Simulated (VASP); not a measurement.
# In (I4/mmm) in VASP: single point with PBEsol

Aim: the single point of In with PBEsol.

All numbers are computed with VASP 6.6.1; they aren't measurements. Logs are shortened: lines on timing, memory, paths and dates and some standing lists are left out, and cuts for length are marked.

### 1 The cell of the first run

It takes space group I4/mmm (No. 139, tetragonal). The conventional cell has a = 3.843 Å, b = 3.843 Å, c = 3.614 Å, α = 90.00°, β = 90.00°, γ = 90.00°. In (site symmetry 4/mmm) has 14 In at 3.26 to 3.84 Å within 4.3 Å.

### 2 Single point, PBEsol

The input, INCAR:

```
PREC = Accurate ; ENCUT = 520
EDIFF = 1E-6 ; ISMEAR = -1
SIGMA = 0.05 ; LREAL = F
LASPH = T ; NELM = 60
ALGO = Normal ; ISIF = 2
LWAVE = F ; LCHARG = F
GGA = PS ; NBANDS = 12
```

The input, KPOINTS:

```
regular mesh
0
Gamma
  10 10 10
```

The input, POSCAR:

```
In
1.0
   -1.9213442775      1.9213442775      1.8072242304
    1.9213442775     -1.9213442775      1.8072242304
    1.9213442775      1.9213442775     -1.8072242304
In
1
Direct
    0.0000000000      0.0000000000      0.0000000000
```

Potentials or basis: VASP PAW PBE potentials, release 64 (In_d).

Started as:

```sh
$ cat potpaw_PBE.64/In_d/POTCAR > POTCAR
$ mpirun -np 1 vasp_std > vasp.out
```

OUTCAR:

```text
PREC = Accurate
   ENCUT = 520
   EDIFF = 1E-6
   ISMEAR = -1
   LREAL = F
   LASPH = T
   NELM = 60
   ISIF = 2
   GGA = PS

 ion  position               nearest neighbor table
   1  0.000  0.000  0.000-

  LATTYP: Found a body centered tetragonal cell.
 ALAT       =     3.8426885550
 C/A-ratio  =     0.9406040612

  Lattice vectors:

 A1 = (  -1.9213442775,   1.9213442775,   1.8072242304)
 A2 = (   1.9213442775,  -1.9213442775,   1.8072242304)
 A3 = (   1.9213442775,   1.9213442775,  -1.8072242304)

Analysis of symmetry for initial positions (statically):
=====================================================================
 Subroutine PRICEL returns:
 Original cell was already a primitive cell.

 Routine SETGRP: Setting up the symmetry group for a
 body centered tetragonal supercell.

 Subroutine GETGRP returns: Found 16 space group operations
 (whereof 16 operations were pure point group operations)
 out of a pool of 16 trial point group operations.

The static configuration has the point symmetry D_4h.

Analysis of symmetry for dynamics (positions and initial velocities):
=====================================================================
 Subroutine PRICEL returns:
 Original cell was already a primitive cell.

 Routine SETGRP: Setting up the symmetry group for a
 body centered tetragonal supercell.

 Subroutine GETGRP returns: Found 16 space group operations
 (whereof 16 operations were pure point group operations)
 out of a pool of 16 trial point group operations.

The dynamic configuration has the point symmetry D_4h.

 Subroutine INISYM returns: Found 16 space group operations
 (whereof 16 operations are pure point group operations),
 and found     1 'primitive' translations

----------------------------------------------------------------------------------------

                                     Primitive cell

  volume of cell :      26.6859

  direct lattice vectors                    reciprocal lattice vectors
    -1.921344278  1.921344278  1.807224230     0.000000000  0.260234465  0.276667384
     1.921344278 -1.921344278  1.807224230     0.260234465  0.000000000  0.276667384
     1.921344278  1.921344278 -1.807224230     0.260234465  0.260234465  0.000000000

  length of vectors
     3.263309223  3.263309223  3.263309223     0.379824720  0.379824720  0.368027110

  position of ions in fractional coordinates (direct lattice)
     0.000000000  0.000000000  0.000000000

  ion indices of the primitive-cell ions
   primitive index   ion index
                 1           1

----------------------------------------------------------------------------------------

 KPOINTS: regular mesh

Automatic generation of k-mesh.
 Grid dimensions read from file:
 generate k-points for:   10   10   10

 Generating k-lattice:

  Cartesian coordinates                     Fractional coordinates (reciprocal lattice)
     0.000000000  0.026023446  0.027666738     0.100000000  0.000000000  0.000000000
     0.026023446  0.000000000  0.027666738     0.000000000  0.100000000  0.000000000
     0.026023446  0.026023446  0.000000000     0.000000000  0.000000000  0.100000000

  Length of vectors
     0.037982472  0.037982472  0.036802711

  Shift w.r.t. Gamma in fractional coordinates (k-lattice)
     0.000000000  0.000000000  0.000000000

 Subroutine IBZKPT returns following result:
 ===========================================

 Found    102 irreducible k-points:

 Following reciprocal coordinates:
            Coordinates               Weight
  0.000000  0.000000  0.000000      1.000000
  0.100000 -0.000000  0.000000      8.000000
  0.200000 -0.000000  0.000000      8.000000
  0.300000  0.000000  0.000000      8.000000
  0.400000  0.000000 -0.000000      8.000000
  0.500000  0.000000  0.000000      4.000000
[... 16 lines left out ...]
  0.300000  0.300000  0.000000      8.000000
  0.400000  0.300000  0.000000     16.000000
 [... further k-points ...]
   k-points           NKPTS =    102   k-points in BZ     NKDIM =    102   number of bands    NBANDS=     12
   number of dos      NEDOS =    301   number of ions     NIONS =      1
   total plane-waves  NPLWV =  13824
   dimension x,y,z NGX =    24 NGY =   24 NGZ =   24
   dimension x,y,z NGXF=    48 NGYF=   48 NGZF=   48
   ions per type =               1
   NGX,Y,Z   is equivalent  to a cutoff of  12.23, 12.23, 12.23 a.u.
   NGXF,Y,Z  is equivalent  to a cutoff of  24.45, 24.45, 24.45 a.u.
 SYSTEM =  unknown system
   PREC   = accura    normal or accurate (medium, high low for compatibility)
   ISTART =      0    job   : 0-new  1-cont  2-samecut
   ICHARG =      2    charge: 1-file 2-atom 10-const
   ISPIN  =      1    spin polarized calculation?
   LNONCOLLINEAR =      F non collinear calculations
   LSORBIT =      F    spin-orbit coupling
   LASPH  =      T    aspherical Exc in radial PAW
   ENCUT  =  520.0 eV  38.22 Ry    6.18 a.u.   6.07  6.07  6.07*2*pi/ulx,y,z
   NELM   =     60;   NELMIN=  2; NELMDL= -5     # of ELM steps
   EDIFF  = 0.1E-05   stopping-criterion for ELM
   LREAL  =      F    real-space projection
   EDIFFG = 0.1E-04   stopping-criterion for IOM
   NSW    =      0    number of steps for IOM
   IBRION =     -1    ionic relax: 0-MD 1-quasi-New 2-CG
   NFREE  =      0    steps in history (QN), initial steepest desc. (CG)
   ISIF   =      2    stress and relaxation
   ISYM   =      2    0-nonsym 1-usesym 2-fastsym
   POTIM  = 0.5000    time-step for ionic-motion
   TEBEG  =    0.0;   TEEND  =   0.0 temperature during run
   PSTRESS=    0.0 pullay stress
   NELECT =      13.0000    total number of electrons
   NUPDOWN=      -1.0000    fix difference up-down
   EMIN   =  10.00;   EMAX   =-10.00  energy-range for DOS
   EFERMI =   0.00;   METHOD = LEGACY
   ISMEAR =    -1;   SIGMA  =   0.05  broadening in eV -4-tet -1-fermi 0-gaus
   EFERMI_NEDOS =   21; number of points for ismear=-14 and -15
   IALGO  =     38    algorithm
   IMIX   =      4    mixing-type and parameters
     AMIX     =   0.40;   BMIX     =  1.00
     AMIX_MAG =   1.60;   BMIX_MAG =  1.00
  volume/ion in A,a.u.               =      26.69       180.09
  Fermi-wavevector in a.u.,A,eV,Ry     =   1.288136  2.434225 22.576080  1.659295
  Thomas-Fermi vector in A             =   2.420108
   LORBIT       =      0    0 simple, 1 ext, 2 COOP (PROOUT), +10 PAW based schemes
   GGA     = PS    functional components
   LHFCALC =     F    Hartree Fock is set to
   AEXX    =    0.0000 exact exchange contribution
   IVDW    =     0    specifies the selected vdW correction
   LEPSILON=     F    determine dielectric tensor
   LRPA    =     F    only Hartree local field effects (RPA)
 non-spin polarized calculation
  energy-cutoff  :      520.00
  volume of cell :       26.69
 maximum number of plane-waves:       730
   NGX = 13   NGY = 13   NGZ = 13

 number of electron      12.9999996 magnetization

 Free energy of the ion-electron system (eV)
  ---------------------------------------------------
  ext. energy  EPLUGINS =         0.00000000
  ---------------------------------------------------
  free energy    TOTEN  =        -2.96989317 eV

  energy without entropy =       -2.96458389  energy(sigma->0) =       -2.96723853

 E-fermi :   7.0792     XC(G=0): -10.3120

 val. band max:        7.0690729702   @ k =   0.3000   0.3000   0.0000
 cond. band min:       7.0940774562   @ k =  -0.3000   0.5000   0.1000
 fundamental gap:      0.0250044861
 Fermi energy:         7.0792498930

 k-point     1 :       0.0000    0.0000    0.0000
  band No.  band energies     occupation
      1      -7.4655      2.00000
      2      -7.4118      2.00000
      3      -7.4118      2.00000
      4      -7.1945      2.00000
      5      -7.1475      2.00000
      6      -2.2909      2.00000
      7      17.6734      0.00000
      8      17.6734      0.00000
      9      18.4107      0.00000
     10      20.0222      0.00000
     11      20.0222      0.00000
     12      20.6620      0.00000

 k-point     2 :       0.1000   -0.0000    0.0000
  band No.  band energies     occupation
      1      -7.4594      2.00000
      2      -7.4048      2.00000
      3      -7.3892      2.00000
      4      -7.1926      2.00000
      5      -7.1570      2.00000
      6      -2.0573      2.00000
      7      16.1991      0.00000
      8      16.7308      0.00000
      9      17.2779      0.00000
     10      19.0046      0.00000
     11      19.2144      0.00000
     12      20.3201      0.00000

 k-point     3 :       0.2000   -0.0000    0.0000
  band No.  band energies     occupation
      1      -7.4806      2.00000
      2      -7.3991      2.00000
      3      -7.2906      2.00000
      4      -7.1899      2.00000
      5      -7.1713      2.00000
      6      -1.3479      2.00000
      7      12.7580      0.00000
      8      15.1840      0.00000
      9      16.0102      0.00000
     10      18.0398      0.00000
     11      18.1756      0.00000
     12      20.8455      0.00000

 k-point     4 :       0.3000    0.0000    0.0000
  band No.  band energies     occupation
      1      -7.5152      2.00000
      2      -7.4208      2.00000
      3      -7.1906      2.00000
      4      -7.1624      2.00000
      5      -7.1562      2.00000
      6      -0.1508      2.00000
      7       9.3893      0.00000
      8      13.8576      0.00000
      9      14.9489      0.00000
     10      17.3527      0.00000
     11      17.4226      0.00000
     12      21.8694      0.00000

 k-point     5 :       0.4000    0.0000   -0.0000
  band No.  band energies     occupation
      1      -7.5440      2.00000
      2      -7.4573      2.00000
      3      -7.1880      2.00000
      4      -7.1434      2.00000
      5      -7.0431      2.00000
      6       1.5285      2.00000
      7       6.3713      2.00000
      8      12.9889      0.00000
      9      14.2635      0.00000
     10      16.9652      0.00000
     11      16.9789      0.00000
     12      23.0130      0.00000

 k-point     6 :       0.5000    0.0000    0.0000
  band No.  band energies     occupation
      1      -7.5550      2.00000
      2      -7.4743      2.00000
      3      -7.1866      2.00000
      4      -7.1344      2.00000
      5      -6.9989      2.00000
      6       3.3635      2.00000
      7       4.0859      2.00000
      8      12.6874      0.00000
      9      14.0281      0.00000
     10      16.8329      0.00000
     11      16.8421      0.00000
     12      23.5997      0.00000

 k-point     7 :       0.1000    0.1000    0.0000
  band No.  band energies     occupation
      1      -7.4624      2.00000
      2      -7.4095      2.00000
      3      -7.3246      2.00000
      4      -7.1788      2.00000
      5      -7.1764      2.00000
      6      -1.5706      2.00000
      7      14.0771      0.00000
      8      15.1055      0.00000
      9      15.8391      0.00000
     10      19.0432      0.00000
     11      19.1182      0.00000
     12      19.8845      0.00000

 k-point     8 :       0.2000    0.1000    0.0000
  band No.  band energies     occupation
      1      -7.4881      2.00000
      2      -7.4076      2.00000
      3      -7.2230      2.00000
      4      -7.1989      2.00000
      5      -7.1563      2.00000
      6      -0.6005      2.00000
      7      10.9838      0.00000
      8      13.2845      0.00000
      9      14.6806      0.00000
     10      18.2901      0.00000
     11      19.2271      0.00000
     12      20.1704      0.00000
[... 166 lines left out ...]
 k-point    20 :      -0.4000    0.2000    0.0000
  band No.  band energies     occupation
      1      -7.4750      2.00000
      2      -7.3979      2.00000
      3      -7.2179      2.00000
      4      -7.1954      2.00000
      5      -7.1340      2.00000
      6       0.4487      2.00000
      7       9.1731      0.00000
      8      10.6174      0.00000
      9      14.4075      0.00000
     10      18.6263      0.00000
     11      20.3528      0.00000
     12      22.8577      0.00000

 k-point    21 :      -0.3000    0.2000    0.0000
  band No.  band energies     occupation
      1      -7.4538      2.00000
      2      -7.4205      2.00000
      3      -7.2333      2.00000
      4      -7.2079      2.00000
      5      -7.1704      2.00000
      6      -0.7192      2.00000
      7      10.4609      0.00000
      8      13.6474      0.00000
      9      15.5665      0.00000
     10      19.1162      0.00000
     11      19.2803      0.00000
     12      20.9048      0.00000

 k-point    22 :      -0.2000    0.2000    0.0000
  band No.  band energies     occupation
      1      -7.4433      2.00000
      2      -7.4300      2.00000
      3      -7.2761      2.00000
      4      -7.2291      2.00000
      5      -7.1607      2.00000
      6      -1.4063      2.00000
      7      11.9819      0.00000
      8      15.9888      0.00000
      9      16.8278      0.00000
     10      18.7322      0.00000
     11      19.0489      0.00000
     12      19.7152      0.00000

 k-point    23 :       0.3000    0.3000    0.0000
  band No.  band energies     occupation
      1      -7.4988      2.00000
      2      -7.3293      2.00000
      3      -7.2355      2.00000
      4      -7.1779      2.00000
      5      -7.0969      2.00000
      6       4.0473      2.00000
      7       5.9347      2.00000
      8       7.0691      1.10142
      9      13.0870      0.00000
     10      19.7035      0.00000
     11      19.7736      0.00000
     12      23.8028      0.00000

 k-point    24 :       0.4000    0.3000    0.0000
  band No.  band energies     occupation
      1      -7.4872      2.00000
      2      -7.3209      2.00000
      3      -7.2520      2.00000
      4      -7.1634      2.00000
      5      -7.1204      2.00000
      6       3.6883      2.00000
      7       6.1730      2.00000
      8       7.1727      0.26710
      9      13.2934      0.00000
     10      19.6432      0.00000
     11      21.4088      0.00000
     12      21.7196      0.00000

 [... further k-points ...]
[... 5 lines left out ...]
  --------------------------------------------------------------------------------------
  -------------------------------------------------------------------------------------
  Total       -0.2920897     -0.2920897     -0.0510245      0.0000000      0.0000000      0.0000000
  in kB      -17.5365629    -17.5365629     -3.0634255      0.0000000      0.0000000      0.0000000
  external PRESSURE =     -12.7121838 kB  Pullay stress =       0.0000000 kB

 VOLUME and BASIS-vectors are now :
 -----------------------------------------------------------------------------
  energy-cutoff  :      520.00
  volume of cell :       26.69
      direct lattice vectors                 reciprocal lattice vectors
    -1.921344278  1.921344278  1.807224230     0.000000000  0.260234465  0.276667384
     1.921344278 -1.921344278  1.807224230     0.260234465  0.000000000  0.276667384
     1.921344278  1.921344278 -1.807224230     0.260234465  0.260234465  0.000000000

 POSITION                                       TOTAL-FORCE (eV/Angst)
 -----------------------------------------------------------------------------------
      0.00000      0.00000      0.00000         0.000000     -0.000000      0.000000
 -----------------------------------------------------------------------------------
    total drift:                               -0.000000      0.000000      0.000000

  FREE ENERGIE OF THE ION-ELECTRON SYSTEM (eV)
  ---------------------------------------------------
  free  energy   TOTEN  =        -2.9698931706 eV

  energy  without entropy=       -2.9645838921  energy(sigma->0) =       -2.96723853
```

Run time: 11 s. Hardware: 1 thread of AMD EPYC 9R45 (Zen 5), shared host; peak memory 0.12 GiB.

Results:

```yaml
Free_energy: -2.9699 eV
Pressure: -1.3 GPa
```

Levels at points of the mesh, in eV from the Fermi level:
| k point | band 4 | band 5 | band 6 | band 7 | band 8 | band 9 |
| --- | --- | --- | --- | --- | --- | --- |
| (0.00, 0.00, 0.00) | -14.27 | -14.23 | -9.37 | 10.59 | 10.59 | 11.33 |
| (0.50, 0.00, 0.00) | -14.21 | -14.08 | -3.72 | -2.99 | 5.61 | 6.95 |
| (0.50, 0.50, 0.00) | -14.26 | -14.09 | -4.18 | -3.19 | 6.49 | 8.05 |
| (0.50, 0.50, 0.50) | -14.12 | -14.11 | 0.78 | 0.90 | 0.90 | 2.17 |

Caveat: the PAW data sets were made with another functional, which shifts forces and pressure a little; spin-orbit coupling is left out, which moves the levels of the heavy elements.
